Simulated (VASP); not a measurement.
# PbSe (I4/mmm) in VASP: notebook, part 2 of 2

VASP 6.6.1. The steps go on from the part before.

## 3. Electric field gradients, PBEsol (zz strain of -2 %)

INCAR reads:

```
SYSTEM = PbSe
PREC = Accurate
ENCUT = 520
EDIFF = 1E-8
ISMEAR = -1
SIGMA = 0.02
LREAL = .FALSE.
LASPH = .TRUE.
NELM = 60
ALGO = Normal
ISIF = 2
LWAVE = .FALSE.
LCHARG = .FALSE.
GGA = PS
LEFG = .TRUE.
NBANDS = 17
```

KPOINTS reads:

```
regular mesh
0
G
  7 7 7
  0 0 0
```

POSCAR reads:

```
PbSe
1.0
    0.0000000000      3.0621500000      3.0009070000
    3.0621500000      0.0000000000      3.0009070000
    3.0621500000      3.0621500000      0.0000000000
Pb Se
1 1
Direct
    0.0000000000      0.0000000000      0.0000000000
    0.5000000000      0.5000000000      0.5000000000
```

Potentials or basis: VASP PAW PBE potentials, release 64 (Pb_d, Se).

On the command line:

```bash
$ cat potpaw_PBE.64/Pb_d/POTCAR potpaw_PBE.64/Se/POTCAR > POTCAR
$ mpirun -np 1 vasp_std > vasp.out
```

OUTCAR:

```text
SYSTEM = PbSe
   PREC = Accurate
   ENCUT = 520
   EDIFF = 1E-8
   ISMEAR = -1
   LREAL = .FALSE.
   LASPH = .TRUE.
   NELM = 60
   ISIF = 2
   GGA = PS

 ion  position               nearest neighbor table
   1  0.000  0.000  0.000-   2 3.00   2 3.00   2 3.06   2 3.06   2 3.06   2 3.06
   2  0.500  0.500  0.500-   1 3.00   1 3.00   1 3.06   1 3.06   1 3.06   1 3.06

  LATTYP: Found a body centered tetragonal cell.
 ALAT       =     4.3305340600
 C/A-ratio  =     1.3859292911

  Lattice vectors:

 A1 = (   0.0000000000,  -3.0621500000,  -3.0009070000)
 A2 = (   0.0000000000,   3.0621500000,  -3.0009070000)
 A3 = (   3.0621500000,   0.0000000000,   3.0009070000)

Analysis of symmetry for initial positions (statically):
=====================================================================
 Subroutine PRICEL returns:
 Original cell was already a primitive cell.

 Routine SETGRP: Setting up the symmetry group for a
[... 668 lines left out ...]
  energy-cutoff  :      520.00
  volume of cell :       56.28
      direct lattice vectors                 reciprocal lattice vectors
     0.000000000  3.062150000  3.000907000    -0.163283967  0.163283967  0.166616293
     3.062150000  0.000000000  3.000907000     0.163283967 -0.163283967  0.166616293
     3.062150000  3.062150000  0.000000000     0.163283967  0.163283967 -0.166616293

 POSITION                                       TOTAL-FORCE (eV/Angst)
 -----------------------------------------------------------------------------------
      0.00000      0.00000      0.00000        -0.000000     -0.000000      0.000000
      3.06215      3.06215      3.00091         0.000000      0.000000      0.000000
 -----------------------------------------------------------------------------------
    total drift:                                0.000000     -0.000000     -0.000000

  FREE ENERGIE OF THE ION-ELECTRON SYSTEM (eV)
  ---------------------------------------------------
  free  energy   TOTEN  =        -8.9127756472 eV

  energy  without entropy=       -8.9127756471  energy(sigma->0) =       -8.91277565

 Electric field gradients (V/A^2)
---------------------------------------------------------------------
 ion       V_xx      V_yy      V_zz      V_xy      V_xz      V_yz
---------------------------------------------------------------------
   1      31.828    31.828   -63.655     0.000    -0.000    -0.000
   2       2.852     2.852    -5.703     0.000     0.000     0.000
---------------------------------------------------------------------

 Electric field gradients after diagonalization (V/A^2)
 (convention: |V_zz| > |V_xx| > |V_yy|)
----------------------------------------------------------------------
 ion       V_xx      V_yy      V_zz     asymmetry (V_yy - V_xx)/ V_zz
----------------------------------------------------------------------
   1      31.828    31.828   -63.655       0.000
   2       2.852     2.852    -5.703       0.000
----------------------------------------------------------------------

           NMR quadrupolar parameters

 Cq : quadrupolar parameter    Cq=e*Q*V_zz/h
 eta: asymmetry parameters     (V_yy - V_xx)/ V_zz
 Q  : nuclear electric quadrupole moment in mb (millibarn)
----------------------------------------------------------------------
 ion       Cq(MHz)       eta       Q (mb)
----------------------------------------------------------------------
   1      -0.154       0.000       1.000
   2      -0.014       0.000       1.000
----------------------------------------------------------------------
```

Wall time 75 s (1 thread of AMD EPYC 7R13, shared host); peak memory 0.17 GiB.

Results:

```yaml
Free_energy: -8.9128 eV
Pressure: 0.5 GPa
Band_gap_on_the_k_mesh: 0.80 eV, direct
```

Electric field gradients, principal values (V/Å²):
```
atom   least  middle  greatest (by size)
1 Pb  31.828  31.828             -63.655
2 Se   2.852   2.852              -5.703
```

Caveat: the cell differs from its parent crystal (zz strain of -2 %); without QUAD_EFG the Cq values of the log hold for a quadrupole moment of 1 mb, not for the nuclei; the PAW data sets were made with another functional, which shifts forces and pressure a little; spin-orbit coupling is left out, which moves the levels of the heavy elements.
